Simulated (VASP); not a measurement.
Set up this calculation in VASP 6.6.1, as the native input.

- Task: single point
- Functional: PBE
- Potentials or basis: VASP PAW PBE potentials, release 64 (Zn, S)
- Cutoff: 520 eV
- k mesh: 12 × 12 × 4
- Occupations: fermi-dirac, width 0.02 eV
- Spin: no spin polarisation
- Dipole correction: no
- Further INCAR settings: ALGO = Normal; EDIFF = 1e-06; NBANDS = 26

The structure of ZnS lies in POSCAR:

```
ZnS
1.0
    3.9196143824      0.0000000000      0.0000000000
   -1.9598071912      3.3944856282      0.0000000000
    0.0000000000      0.0000000000      6.1383776671
Zn S
2 2
Direct
    0.3333333333      0.6666666667     -0.0036575881
    0.6666666667      0.3333333333      0.4963424119
    0.3333333333      0.6666666667      0.3786575881
    0.6666666667      0.3333333333      0.8786575881
```

This cell differs from its parent crystal: epitaxial xy strain +3.0%.

The input as run:

INCAR

```
SYSTEM = ZnS
PREC = Accurate ; ENCUT = 520
EDIFF = 1E-6 ; ISMEAR = -1
SIGMA = 0.02 ; LREAL = .FALSE.
LASPH = .TRUE. ; NELM = 100
ALGO = Normal ; ISIF = 2
LWAVE = .FALSE. ; LCHARG = .FALSE.
GGA = PE ; NBANDS = 26
```

KPOINTS

```
regular mesh
0
G
  12 12 4
  0 0 0
```

Potentials or basis: VASP PAW PBE potentials, release 64 (Zn, S).

Launch:

```console
$ cat potpaw_PBE.64/Zn/POTCAR potpaw_PBE.64/S/POTCAR > POTCAR
$ mpirun -np 1 vasp_std > vasp.out
```

It gave:

```json
{
 "Pressure": "-0.6 GPa",
 "Largest force": "0.014 eV/Å",
 "Band gap on the k mesh": "2.00 eV"
}
```

Caveat: the cell differs from its parent crystal (epitaxial xy strain +3.0%).

Wall time 3.4 min on 1 thread of AMD EPYC 7R13 (shared host), peak memory 0.22 GiB.
